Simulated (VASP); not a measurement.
# IrRh2: single point with PBE

The system is IrRh2.

```
CELL_PARAMETERS angstrom
2.73187 0.00000 0.00000
-1.36594 2.36587 0.00000
0.00000 0.00000 13.22352
ATOMIC_POSITIONS crystal
Ir 0.33333 0.66667 0.25000
Ir 0.66667 0.33333 0.75000
Rh 0.33333 0.66667 0.91597
Rh 0.33333 0.66667 0.58403
Rh 0.66667 0.33333 0.08403
Rh 0.66667 0.33333 0.41596
```

* Program: VASP 6.6.1
* Task: single point
* Functional: PBE
* Potentials or basis: VASP PAW PBE potentials, release 64 (Ir, Rh_pv)
* Cutoff: 500 eV
* k mesh: 6 × 6 × 2
* Occupations: gaussian, width 0.1 eV
* Spin: collinear spin, ferromagnetic start
* Starting moments: [1.0, 1.0, 1.0, 1.0, 1.0, 1.0] μB
* Dipole correction: no
* Further INCAR settings: ALGO = Normal; EDIFF = 1e-06; NBANDS = 52

```
Pressure                                              : 0.6 GPa
Largest force                                         : 0.054 eV/Å
Band gap on the k mesh                                : zero (filled and empty bands overlap)
Net moment                                            : 0.00 μB per cell
Valence electrons inside the program's atomic spheres : Ir 8.28; Rh 13.75
```

Forces on the atoms (eV/Å):
```
Ir   0.000  0.000  0.000
Ir   0.000  0.000  0.000
Rh   0.000  0.000 -0.054
Rh   0.000  0.000  0.054
Rh   0.000  0.000  0.054
Rh   0.000  0.000 -0.054
```

Stress tensor (GPa, compression positive):
```
 2.60  0.00  0.00
 0.00  2.60  0.00
 0.00  0.00 -3.39
```

Levels at points of the mesh, in eV from the Fermi level:
Spin up:
```csv
k point,band 38,band 39,band 40,band 41,band 42,band 43
"(0.00, 0.00, 0.00)",-0.99,-0.99,-0.98,-0.98,-0.06,-0.06
"(0.50, 0.00, 0.00)",0.66,0.67,0.79,1.21,1.22,1.29
"(0.00, 0.00, 0.50)",-1.61,-0.63,-0.63,-0.38,-0.38,-0.38
"(0.50, 0.00, 0.50)",0.59,0.65,0.65,1.21,1.21,2.22
```
Spin down:
| k point | band 38 | band 39 | band 40 | band 41 | band 42 | band 43 |
| --- | --- | --- | --- | --- | --- | --- |
| (0.00, 0.00, 0.00) | -0.99 | -0.99 | -0.98 | -0.98 | -0.06 | -0.06 |
| (0.50, 0.00, 0.00) | 0.66 | 0.67 | 0.79 | 1.21 | 1.22 | 1.29 |
| (0.00, 0.00, 0.50) | -1.61 | -0.63 | -0.63 | -0.38 | -0.38 | -0.38 |
| (0.50, 0.00, 0.50) | 0.59 | 0.65 | 0.65 | 1.21 | 1.21 | 2.22 |

Run time: 3.5 min on 1 thread of Oxide Virtual Turin-like Processor (shared host), peak memory 0.23 GiB.

Caveat: the k points lie up to 0.44 Å⁻¹ apart, too coarse for converged energies and pressures of a metal; spin-orbit coupling is left out, which moves the levels of the heavy elements.
